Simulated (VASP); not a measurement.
# TiSi16 (a cell with a defect) in VASP: single point with PBE+D3(BJ)

Aim: the single point of TiSi16 (a cell with a defect) with PBE+D3(BJ).

Program: VASP 6.6.1. These are calculated values, not measurements. Logs are shortened: lines on timing, memory, paths and dates and some standing lists are left out, and cuts for length are marked.

## (1) The cell of the first run

The cell holds a defect, 17 atoms: a = 7.679 Å, b = 7.679 Å, c = 7.679 Å, α = 60.00°, β = 60.00°, γ = 60.00°.

## (2) Single point, PBE+D3(BJ)

The input, INCAR:

```
  ALGO = Normal
  EDIFF = 1E-6
  ENCUT = 520
  GGA = PE
  ISIF = 2
  ISMEAR = -1
  IVDW = 12
  LASPH = True
  LCHARG = False
  LREAL = Auto
  LWAVE = False
  NBANDS = 52
  NELM = 100
  PREC = Accurate
  SIGMA = 0.02
```

The input, KPOINTS:

```
k-points
0
Gamma
  2 2 2
```

The input, POSCAR:

```
TiSi16
1.0
    0.0000000000      5.4300000000      5.4300000000
    5.4300000000      0.0000000000      5.4300000000
    5.4300000000      5.4300000000      0.0000000000
Si Ti
16 1
Direct
   -0.0001672192     -0.0000587477      0.0008480663
    0.1234651934      0.1235574586      0.1242397790
    0.0032666667      0.0033241252      0.4974966851
    0.1234813076      0.1235838858      0.6302334254
    0.0035471455      0.4967497238      0.0037338858
    0.1235538674      0.6293606814      0.1243308471
    0.0034965009      0.4967567219      0.4975732965
    0.1377443831      0.6208307551      0.6215020258
    0.4966590239      0.0036118785      0.0037417127
    0.6292513812      0.1236559853      0.1243298343
    0.4966400552      0.0035862799      0.4975671271
    0.6207560773      0.1377772560      0.6214973297
    0.4966749540      0.4967861878      0.0040211786
    0.6209959484      0.6210655617      0.1376519337
    0.5004936464      0.5005135359      0.5001855433
    0.6209174954      0.6210390424      0.6217852670
    0.7502274401      0.7502821363      0.7504644567
```

Potentials or basis: VASP PAW PBE potentials, release 64 (Si, Ti_sv).

On the command line:

```console
cat potpaw_PBE.64/Si/POTCAR potpaw_PBE.64/Ti_sv/POTCAR > POTCAR
mpirun -np 1 vasp_std > vasp.out
```

OUTCAR:

```text
EDIFF = 1E-6
   ENCUT = 520
   GGA = PE
   ISIF = 2
   ISMEAR = -1
   IVDW = 12
   LASPH = True
   LREAL = Auto
   NELM = 100
   PREC = Accurate
 IVDW          = 12

 ion  position               nearest neighbor table
   1  1.000  1.000  0.001-   6 2.32  10 2.32   4 2.32   2 2.32
   2  0.123  0.124  0.124-   1 2.32   5 2.34   9 2.34   3 2.34
   3  0.003  0.003  0.497-   4 2.34   2 2.34   8 2.40  12 2.40  17 2.75
   4  0.123  0.124  0.630-   1 2.32  11 2.34   7 2.34   3 2.34
   5  0.004  0.497  0.004-   2 2.34   6 2.34   8 2.40  14 2.40  17 2.75
   6  0.124  0.629  0.124-   1 2.32  13 2.34   5 2.34   7 2.34
   7  0.003  0.497  0.498-   4 2.34   6 2.34   8 2.40  16 2.40  17 2.75
   8  0.138  0.621  0.622-  15 2.27   5 2.40   7 2.40   3 2.40  17 2.43
   9  0.497  0.004  0.004-   2 2.34  10 2.34  12 2.40  14 2.40  17 2.75
  10  0.629  0.124  0.124-   1 2.32  13 2.34   9 2.34  11 2.34
  11  0.497  0.004  0.498-   4 2.34  10 2.34  12 2.40  16 2.40  17 2.75
  12  0.621  0.138  0.621-  15 2.27  11 2.40   9 2.40   3 2.40  17 2.43
  13  0.497  0.497  0.004-   6 2.34  10 2.34  14 2.40  16 2.40  17 2.75
  14  0.621  0.621  0.138-  15 2.27  13 2.40   9 2.40   5 2.40  17 2.43
  15  0.500  0.501  0.500-  14 2.27  16 2.27  12 2.27   8 2.27
  16  0.621  0.621  0.622-  15 2.27  13 2.40  11 2.40   7 2.40  17 2.43
  17  0.750  0.750  0.750-  14 2.43  16 2.43  12 2.43   8 2.43   3 2.75   7 2.75  11 2.75   5 2.75
                             9 2.75  13 2.75

  LATTYP: Found a face centered cubic cell.
 ALAT       =    10.8600000000

  Lattice vectors:

 A1 = (   0.0000000000,   5.4300000000,   5.4300000000)
 A2 = (   5.4300000000,   0.0000000000,   5.4300000000)
 A3 = (   5.4300000000,   5.4300000000,   0.0000000000)

Analysis of symmetry for initial positions (statically):
=====================================================================
 Subroutine PRICEL returns:
 Original cell was already a primitive cell.

 Routine SETGRP: Setting up the symmetry group for a
 face centered cubic supercell.

 Subroutine GETGRP returns: Found  1 space group operations
 (whereof  1 operations were pure point group operations)
 out of a pool of 48 trial point group operations.

The static configuration has the point symmetry C_1 .

Analysis of symmetry for dynamics (positions and initial velocities):
=====================================================================
 Subroutine PRICEL returns:
 Original cell was already a primitive cell.

 Routine SETGRP: Setting up the symmetry group for a
 face centered cubic supercell.

 Subroutine GETGRP returns: Found  1 space group operations
 (whereof  1 operations were pure point group operations)
 out of a pool of 48 trial point group operations.

The dynamic configuration has the point symmetry C_1 .

 Subroutine INISYM returns: Found  1 space group operations
 (whereof  1 operations are pure point group operations),
 and found     1 'primitive' translations

----------------------------------------------------------------------------------------

                                     Primitive cell

  volume of cell :     320.2060

  direct lattice vectors                    reciprocal lattice vectors
     0.000000000  5.430000000  5.430000000    -0.092081031  0.092081031  0.092081031
     5.430000000  0.000000000  5.430000000     0.092081031 -0.092081031  0.092081031
     5.430000000  5.430000000  0.000000000     0.092081031  0.092081031 -0.092081031

  length of vectors
     7.679179644  7.679179644  7.679179644     0.159489025  0.159489025  0.159489025

  position of ions in fractional coordinates (direct lattice)
     0.999832781  0.999941252  0.000848066
     0.123465193  0.123557459  0.124239779
     0.003266667  0.003324125  0.497496685
     0.123481308  0.123583886  0.630233425
     0.003547146  0.496749724  0.003733886
     0.123553867  0.629360681  0.124330847
[... 9 lines left out ...]
     0.620917495  0.621039042  0.621785267
     0.750227440  0.750282136  0.750464457

  ion indices of the primitive-cell ions
   primitive index   ion index
                 1           1
                 2           2
                 3           3
                 4           4
                 5           5
                 6           6
[... 9 lines left out ...]
                16          16
                17          17

----------------------------------------------------------------------------------------

 KPOINTS: k-points

Automatic generation of k-mesh.
 Grid dimensions read from file:
 generate k-points for:    2    2    2

 Generating k-lattice:

  Cartesian coordinates                     Fractional coordinates (reciprocal lattice)
    -0.046040516  0.046040516  0.046040516     0.500000000  0.000000000  0.000000000
     0.046040516 -0.046040516  0.046040516     0.000000000  0.500000000  0.000000000
     0.046040516  0.046040516 -0.046040516     0.000000000  0.000000000  0.500000000

  Length of vectors
     0.079744512  0.079744512  0.079744512

  Shift w.r.t. Gamma in fractional coordinates (k-lattice)
     0.000000000  0.000000000  0.000000000

 Subroutine IBZKPT returns following result:
 ===========================================

 Found      8 irreducible k-points:

 Following reciprocal coordinates:
            Coordinates               Weight
  0.000000  0.000000  0.000000      1.000000
  0.500000  0.000000  0.000000      1.000000
  0.000000  0.500000  0.000000      1.000000
  0.000000  0.000000  0.500000      1.000000
  0.500000  0.500000  0.500000      1.000000
  0.500000  0.500000  0.000000      1.000000
  0.000000  0.500000  0.500000      1.000000
  0.500000  0.000000  0.500000      1.000000
   k-points           NKPTS =      8   k-points in BZ     NKDIM =      8   number of bands    NBANDS=     52
   number of dos      NEDOS =    301   number of ions     NIONS =     17
   total plane-waves  NPLWV = 216000
   dimension x,y,z NGX =    60 NGY =   60 NGZ =   60
   dimension x,y,z NGXF=   120 NGYF=  120 NGZF=  120
   ions per type =              16   1
   NGX,Y,Z   is equivalent  to a cutoff of  12.99, 12.99, 12.99 a.u.
   NGXF,Y,Z  is equivalent  to a cutoff of  25.98, 25.98, 25.98 a.u.
 SYSTEM =  unknown system
   PREC   = accura    normal or accurate (medium, high low for compatibility)
   ISTART =      0    job   : 0-new  1-cont  2-samecut
   ICHARG =      2    charge: 1-file 2-atom 10-const
   ISPIN  =      1    spin polarized calculation?
   LNONCOLLINEAR =      F non collinear calculations
   LSORBIT =      F    spin-orbit coupling
   LASPH  =      T    aspherical Exc in radial PAW
   ENCUT  =  520.0 eV  38.22 Ry    6.18 a.u.  14.28 14.28 14.28*2*pi/ulx,y,z
   NELM   =    100;   NELMIN=  2; NELMDL= -5     # of ELM steps
   EDIFF  = 0.1E-05   stopping-criterion for ELM
   LREAL  =      T    real-space projection
   EDIFFG = 0.1E-04   stopping-criterion for IOM
   NSW    =      0    number of steps for IOM
   IBRION =     -1    ionic relax: 0-MD 1-quasi-New 2-CG
   NFREE  =      0    steps in history (QN), initial steepest desc. (CG)
   ISIF   =      2    stress and relaxation
   ISYM   =      2    0-nonsym 1-usesym 2-fastsym
   POTIM  = 0.5000    time-step for ionic-motion
   TEBEG  =    0.0;   TEEND  =   0.0 temperature during run
   PSTRESS=    0.0 pullay stress
   NELECT =      76.0000    total number of electrons
   NUPDOWN=      -1.0000    fix difference up-down
   EMIN   =  10.00;   EMAX   =-10.00  energy-range for DOS
   EFERMI =   0.00;   METHOD = LEGACY
   ISMEAR =    -1;   SIGMA  =   0.02  broadening in eV -4-tet -1-fermi 0-gaus
   EFERMI_NEDOS =   21; number of points for ismear=-14 and -15
   IALGO  =     38    algorithm
   IMIX   =      4    mixing-type and parameters
     AMIX     =   0.40;   BMIX     =  1.00
     AMIX_MAG =   1.60;   BMIX_MAG =  1.00
  volume/ion in A,a.u.               =      18.84       127.11
  Fermi-wavevector in a.u.,A,eV,Ry     =   1.013607  1.915439 13.978610  1.027399
  Thomas-Fermi vector in A             =   2.146786
   LORBIT       =      0    0 simple, 1 ext, 2 COOP (PROOUT), +10 PAW based schemes
   GGA     = PE    functional components
   LHFCALC =     F    Hartree Fock is set to
   AEXX    =    0.0000 exact exchange contribution
   IVDW    =    12    specifies the selected vdW correction
   LEPSILON=     F    determine dielectric tensor
   LRPA    =     F    only Hartree local field effects (RPA)
 non-spin polarized calculation
  energy-cutoff  :      520.00
  volume of cell :      320.21
 maximum number of plane-waves:      8646
 NGX is ok and might be reduce to    60
   NGX = 29   NGY = 29   NGZ = 29

 number of electron      75.9999998 magnetization

 Free energy of the ion-electron system (eV)
  ---------------------------------------------------
  ext. energy  EPLUGINS =         0.00000000
  ---------------------------------------------------
  free energy    TOTEN  =       -92.21364290 eV

  energy without entropy =      -92.18911491  energy(sigma->0) =      -92.20137890

 E-fermi :   6.9311     XC(G=0):  -9.7514

 val. band max:        6.8925927807   @ k =   0.0000   0.5000   0.5000
 cond. band min:       6.9591641087   @ k =   0.0000   0.0000   0.5000
 fundamental gap:      0.0665713280
 Fermi energy:         6.9311344210

 k-point     1 :       0.0000    0.0000    0.0000
  band No.  band energies     occupation
      1     -49.8789      2.00000
      2     -26.2536      2.00000
      3     -26.2513      2.00000
      4     -26.2494      2.00000
      5      -5.7210      2.00000
      6      -3.5131      2.00000
[... 42 lines left out ...]
     49       8.1726      0.00000
     50       8.4829      0.00000

 k-point     2 :       0.5000    0.0000    0.0000
  band No.  band energies     occupation
      1     -49.8789      2.00000
      2     -26.2536      2.00000
      3     -26.2513      2.00000
      4     -26.2494      2.00000
      5      -5.0137      2.00000
      6      -4.8012      2.00000
[... 42 lines left out ...]
     49       9.2741      0.00000
     50       9.8904      0.00000

 k-point     3 :       0.0000    0.5000    0.0000
  band No.  band energies     occupation
      1     -49.8789      2.00000
      2     -26.2536      2.00000
      3     -26.2513      2.00000
      4     -26.2494      2.00000
      5      -5.0137      2.00000
      6      -4.8012      2.00000
[... 42 lines left out ...]
     49       9.2744      0.00000
     50       9.8902      0.00000

 k-point     4 :       0.0000    0.0000    0.5000
  band No.  band energies     occupation
      1     -49.8789      2.00000
      2     -26.2536      2.00000
      3     -26.2513      2.00000
      4     -26.2494      2.00000
      5      -5.0131      2.00000
      6      -4.8017      2.00000
[... 42 lines left out ...]
     49       9.2766      0.00000
     50       9.8898      0.00000

 k-point     5 :       0.5000    0.5000    0.5000
  band No.  band energies     occupation
      1     -49.8789      2.00000
      2     -26.2536      2.00000
      3     -26.2513      2.00000
      4     -26.2494      2.00000
      5      -5.0130      2.00000
      6      -4.8018      2.00000
[... 42 lines left out ...]
     49       9.2765      0.00000
     50       9.8894      0.00000

 k-point     6 :       0.5000    0.5000    0.0000
  band No.  band energies     occupation
      1     -49.8789      2.00000
      2     -26.2536      2.00000
      3     -26.2513      2.00000
      4     -26.2494      2.00000
      5      -4.6921      2.00000
      6      -4.6028      2.00000
[... 42 lines left out ...]
     49       9.8753      0.00000
     50      10.5381      0.00000

 k-point     7 :       0.0000    0.5000    0.5000
  band No.  band energies     occupation
      1     -49.8789      2.00000
      2     -26.2536      2.00000
      3     -26.2513      2.00000
      4     -26.2494      2.00000
      5      -4.6917      2.00000
      6      -4.6033      2.00000
[... 42 lines left out ...]
     49       9.8752      0.00000
     50      10.5386      0.00000

 k-point     8 :       0.5000    0.0000    0.5000
  band No.  band energies     occupation
      1     -49.8789      2.00000
      2     -26.2536      2.00000
      3     -26.2513      2.00000
      4     -26.2494      2.00000
      5      -4.6918      2.00000
      6      -4.6032      2.00000
[... 42 lines left out ...]
     49       9.8752      0.00000
     50      10.5384      0.00000
 [bands above 50 left out]

------------------------ aborting loop because EDIFF is reached ----------------------------------------

 Edisp (eV)   -5.83782

 E8    (eV) :    -2.4422

  FORCE on cell =-STRESS in cart. coord.  units (eV):
  Direction    XX          YY          ZZ          XY          YZ          ZX
  --------------------------------------------------------------------------------------
  -------------------------------------------------------------------------------------
  Total       1.87973     1.87622     1.87422    -0.00798     0.00554     0.00414
  in kB       9.40538     9.38780     9.37781    -0.03993     0.02772     0.02069
  external pressure =        9.39 kB  Pullay stress =        0.00 kB

 VOLUME and BASIS-vectors are now :
 -----------------------------------------------------------------------------
  energy-cutoff  :      520.00
  volume of cell :      320.21
      direct lattice vectors                 reciprocal lattice vectors
     0.000000000  5.430000000  5.430000000    -0.092081031  0.092081031  0.092081031
     5.430000000  0.000000000  5.430000000     0.092081031 -0.092081031  0.092081031
     5.430000000  5.430000000  0.000000000     0.092081031  0.092081031 -0.092081031

 POSITION                                       TOTAL-FORCE (eV/Angst)
 -----------------------------------------------------------------------------------
      5.43429      5.43370     10.85877        -0.000233     -0.000223      0.002247
      1.34554      1.34504      1.34133        -0.003361     -0.002823     -0.002458
      2.71946      2.71915      0.03579        -0.001753     -0.001391      0.000493
      4.09323      4.09267      1.34156         0.002593      0.002533     -0.003420
      2.71763      0.03954      2.71661        -0.000877      0.001198     -0.001030
      4.09254      1.34601      4.08833         0.003050     -0.004143      0.000380
[... 9 lines left out ...]
      6.74854      6.74788      6.74382        -0.001321     -0.001338     -0.000183
      8.14905      8.14876      8.14777         0.004694      0.004256      0.003135
 -----------------------------------------------------------------------------------
    total drift:                                0.007849      0.007716      0.002946

  FREE ENERGIE OF THE ION-ELECTRON SYSTEM (eV)
  ---------------------------------------------------
  free  energy   TOTEN  =       -98.0514649057 eV

  energy  without entropy=      -98.0269369211  energy(sigma->0) =      -98.03920091
```

It took 12 min on 1 thread of AMD EPYC 7R43 (Zen 3), shared host; peak memory 0.44 GiB.

What came out:

```
Free energy                : -98.0515 eV
Pressure                   : 0.9 GPa
Largest force              : 0.007 eV/Å
Band gap on the k mesh     : zero (bands 38 and 39 overlap by 0.43 eV)
Dispersion energy per atom : -0.343 eV
```

Forces in eV/Å, atoms in the order of the input:
```
Si   0.000  0.000  0.002
Si  -0.003 -0.003 -0.002
Si  -0.002 -0.001  0.000
Si   0.003  0.003 -0.003
Si  -0.001  0.001 -0.001
Si   0.003 -0.004  0.000
Si  -0.001 -0.002  0.000
Si  -0.002  0.005  0.004
Si   0.002 -0.001 -0.001
Si  -0.004  0.003  0.000
Si  -0.003 -0.001  0.000
Si   0.005 -0.002  0.003
Si  -0.001 -0.001 -0.001
Si   0.003  0.003 -0.001
Si  -0.002 -0.002 -0.004
Si  -0.001 -0.001  0.000
Ti   0.005  0.004  0.003
```

Caveat: the k points lie up to 0.50 Å⁻¹ apart.
